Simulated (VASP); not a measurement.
Write the native input for VASP 6.6.1 that does the following.

```
Task                               : single point
Functional                         : HSE06
Potentials or basis                : VASP PAW PBE potentials, release 64 (Sr_sv, O)
Cutoff                             : 520 eV
k mesh                             : 6 × 6 × 6
Occupations                        : gaussian, width 0.01 eV
Spin                               : no spin polarisation
Dipole correction                  : no
Grid for exact exchange (PRECFOCK) : Normal
Further INCAR settings             : ALGO = Normal; EDIFF = 1e-06; NBANDS = 15
Share of exact exchange            : 0.25
Screening parameter                : 0.2079 1/Å
```

The system is SrO.

```
Sr O
1.0
     0.00000    2.80122    2.79228
     2.80122    0.00000    2.79228
     2.80122    2.80122    0.00000
Sr O
1 1
Cartesian
  0.0000 0.0000 0.0000
  1.4006 1.4006 1.3961
```

This cell differs from its parent crystal: biaxial xy strain +0.3%.

These files were run (other wordings do the same):

POSCAR

```
SrO
1.0
    0.0000000000      2.8012158146      2.7922805169
    2.8012158146      0.0000000000      2.7922805169
    2.8012158146      2.8012158146      0.0000000000
Sr O
1 1
Direct
    0.0000000000      0.0000000000      0.0000000000
    0.2500000000      0.2500000000      0.2500000000
```

INCAR.step1

```
SYSTEM = SrO
ALGO = Normal ; EDIFF = 1E-5
ENCUT = 520 ; GGA = PE
GGA_COMPAT = .False. ; ISIF = 2
ISMEAR = 0 ; LASPH = .True.
LCHARG = .False. ; LREAL = .False.
LWAVE = .True. ; NBANDS = 15
NELM = 120 ; PREC = Accurate
SIGMA = 0.01
```

INCAR.step2

```
SYSTEM = SrO
ALGO = Normal ; EDIFF = 1E-6
ENCUT = 520 ; GGA = PE
GGA_COMPAT = .False. ; HFSCREEN = 0.2079
ISIF = 2 ; ISMEAR = 0
ISTART = 1 ; LASPH = .True.
LCHARG = .False. ; LHFCALC = .True.
LREAL = .False. ; LWAVE = .False.
NBANDS = 15 ; NELM = 120
PREC = Accurate ; PRECFOCK = Normal
SIGMA = 0.01
```

KPOINTS

```
k-points
0
Gamma
  6 6 6
  0 0 0
```

Potentials or basis: VASP PAW PBE potentials, release 64 (Sr_sv, O).

Run with:

```bash
$ cat potpaw_PBE.64/Sr_sv/POTCAR potpaw_PBE.64/O/POTCAR > POTCAR
$ cp INCAR.step1 INCAR
$ mpirun -np 1 vasp_std > vasp.out
$ cp INCAR.step2 INCAR
$ mpirun -np 1 vasp_std > vasp.out
```

It gave:

```json
{
  "Pressure": "-0.3 GPa",
  "Band gap on the k mesh": "3.83 eV (least direct gap 4.70 eV)"
}
```

Caveat: the cell differs from its parent crystal (biaxial xy strain +0.3%); the structure was generated, so it needn't be the stable form of SrO; the PAW data sets were made with another functional, which shifts forces and pressure a little.

It took 92 min on 1 thread of Intel Xeon 8259CL, with other jobs on the host, peak memory 0.31 GiB.
